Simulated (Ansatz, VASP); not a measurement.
# BaTiO3 in VASP and in Ansatz

Contents of INCAR:

```
SYSTEM = BaTiO3
PREC     = Accurate       ! precision mode
ENCUT    = 520            ! plane-wave cutoff, eV
EDIFF    = 1E-6           ! SCF threshold, eV
ISMEAR   = -1             ! smearing method
SIGMA    = 0.0352         ! smearing width, eV
LREAL    = .False.        ! projectors in reciprocal space
LASPH    = .True.         ! aspherical terms in the spheres
NELM     = 100            ! most SCF steps
ALGO     = Normal         ! electronic algorithm
ISIF     = 2              ! what is computed and relaxed
LWAVE    = .False.        ! write WAVECAR
LCHARG   = .True.         ! write CHGCAR
GGA      = PE             ! functional
LELF     = .True.         ! ELF
LVHAR    = .True.       
NBANDS   = 51             ! bands
```

File KPOINTS:

```
Automatic mesh
0
Gamma
  6 6 6
  0 0 0
```

POSCAR

```
BaTiO3
1.0
    4.0101278600      3.9986636700      0.0000000000
    0.0228884200      4.0100779300      3.9986536900
    4.0101278600      0.0114142500      3.9986536900
Ba Ti O
2 2 6
Direct
    0.0000000000      0.0000000000      0.0000000000
    0.5000000000      0.5000000000      0.5000000000
    0.2446500000      0.2446500000      0.2446500000
    0.7446500000      0.7446500000      0.7446500000
    0.0013000000      0.5100000000      0.5100000000
    0.5013000000      0.0100000000      0.0100000000
    0.0100000000      0.5013000000      0.0100000000
    0.5100000000      0.0013000000      0.5100000000
    0.0100000000      0.0100000000      0.5013000000
    0.5100000000      0.5100000000      0.0013000000
```

Input for Ansatz:

```yaml
crystal:
  lattice:
    - [4.01012786, 3.99866367, 0.0]
    - [0.02288842, 4.01007793, 3.99865369]
    - [4.01012786, 0.01141425, 3.99865369]
  atoms:
    - { symbol: Ba, position: [0.0, 0.0, 0.0] }
    - { symbol: Ba, position: [0.5, 0.5, 0.5] }
    - { symbol: Ti, position: [0.24465, 0.24465, 0.24465] }
    - { symbol: Ti, position: [0.74465, 0.74465, 0.74465] }
    - { symbol: O, position: [0.0013, 0.51, 0.51] }
    - { symbol: O, position: [0.5013, 0.01, 0.01] }
    - { symbol: O, position: [0.01, 0.5013, 0.01] }
    - { symbol: O, position: [0.51, 0.0013, 0.51] }
    - { symbol: O, position: [0.01, 0.01, 0.5013] }
    - { symbol: O, position: [0.51, 0.51, 0.0013] }
  symmetry: { tolerance: 0.0003 }
kpoints:
  mp_grid: { grid: [6, 6, 6], shift: [0, 0, 0] }
  band_path:
    path:
      - [0.0, 0.0, 0.0]
      - [1.0, 1.0, 1.0]
      - [1.0, 0.99715407, 1.00284593]
      - [0.00284593, 0.0, 0.99715407]
      - [0.5, 0.0, 0.5]
      - [0.0, 0.0, 0.0]
      - [0.0, -0.49857703, 0.49857703]
      - [0.50142297, 0.49857703, 1.0]
      - [0.5, 0.5, 1.0]
      - [0.0, 0.0, 0.0]
    npoints: 6
magnetization:
  spin_polarized: false
scf:
  occupations: { method: fermi_dirac, width: 0.0352 }
  lower_state_search: "off"
  max_iter: 200
hamiltonian:
  pseudopotentials: { kind: paw }
  xc: pbe
basis:
  ecutwfc: 420
  fft_grid_basis: typed
output:
  forces: true
  stress: true
  eigenvalues: true
  bader: true
  populations: true
  elf: true
  write_potential: true
  volumetric_format: npy
  dos:
    e_range: [-12, 8]
    de: 0.05
    projected: { site_lists: { Ba: [Ba], O: [O], Ti: [Ti] } }
checkpoint:
  read: saved_state
```

Alike in both runs: task single point; functional PBE; k mesh 6 × 6 × 6; occupations fermi-dirac, width 0.0352 eV; no spin polarisation.

|  | VASP | Ansatz |
| --- | --- | --- |
| version | VASP 6.6.1 | Ansatz 0.2.0 |
| potentials or method | VASP PAW PBE potentials, release 64 (Ba_sv, Ti_sv, O), cutoff 520 eV | PAW plane waves |
| valence electrons in the cell | 80 | 80 |

Ansatz gave:

* gap on the k mesh at the Fermi level (eV): 2.37
* pressure (GPa): 5.4
* traceless stress, the component that is largest in VASP (GPa): -0.11
* rms of the force components (eV/Å): 0.059

Q: Which values does VASP return?

A: gap on the k mesh at the Fermi level (eV): 2.31; pressure (GPa): 7.3; traceless stress, the component that is largest in VASP (GPa): -0.13; rms of the force components (eV/Å): 0.074.

Atom by atom the forces differ by 0.027 eV/Å (rms over components). Ansatz's warnings: structure snapped to symmetry.

Neither program's run includes spin-orbit coupling.
